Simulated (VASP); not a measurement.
A run of VASP 6.6.1 is set up as follows.

File POSCAR:

```
BAs
1.0
    0.0000000000      2.3918676074      2.3918676074
    2.3918676074      0.0000000000      2.3918676074
    2.3918676074      2.3918676074      0.0000000000
B As
1 1
Direct
    0.0000000000      0.0000000000      0.0000000000
    0.2500000000      0.2500000000      0.2500000000
```

INCAR.step1

```
ALGO = Normal
EDIFF = 1E-8
ENCUT = 500
GGA = PE
ISMEAR = 0
LASPH = T
LCHARG = F
LREAL = F
LWAVE = T
NELM = 80
PREC = Accurate
SIGMA = 0.01
```

Contents of INCAR.step2:

```
ALGO = Exact
EDIFF = 1E-8
ENCUT = 500
GGA = PE
ISMEAR = 0
ISTART = 1
LASPH = T
LCHARG = F
LOPTICS = T
LREAL = F
LWAVE = T
NBANDS = 118
NELM = 1
PREC = Accurate
SIGMA = 0.01
```

Contents of INCAR.step3:

```
ALGO = EVGW0
EDIFF = 1E-8
ENCUT = 500
ENCUTGW = 150.0
GGA = PE
ISMEAR = 0
ISTART = 1
LASPH = T
LCHARG = F
LREAL = F
LWAVE = F
NBANDS = 118
NBANDSGW = 12
NELMGW = 1
NOMEGA = 96
OMEGAMAX = 20
PREC = Accurate
PRECFOCK = Fast
SIGMA = 0.01
```

The input KPOINTS:

```
k-points
0
Gamma
  6 6 6
```

Potentials or basis: VASP PAW PBE potentials, release 64 (B_GW, As_GW).

Run with:

```bash
$ cat potpaw_PBE.64/B_GW/POTCAR potpaw_PBE.64/As_GW/POTCAR > POTCAR
$ cp INCAR.step1 INCAR
$ mpirun -np 1 vasp_std > vasp.out
$ cp INCAR.step2 INCAR
$ mpirun -np 1 vasp_std > vasp.out
$ cp INCAR.step3 INCAR
$ mpirun -np 1 vasp_std > vasp.out
```

What does it give for the quasiparticle gap?

1.88 eV.

What does it give for the least direct quasiparticle gap?

4.08 eV.

What does it give for the band gap of the starting levels on the mesh?

1.27 eV.

What does it give for the least direct gap of the starting levels on the mesh?

3.27 eV.

Caveat: the k points lie up to 0.38 Å⁻¹ apart; bands, screening cutoff and mesh are small and nothing is extrapolated, so the quasiparticle values aren't converged.
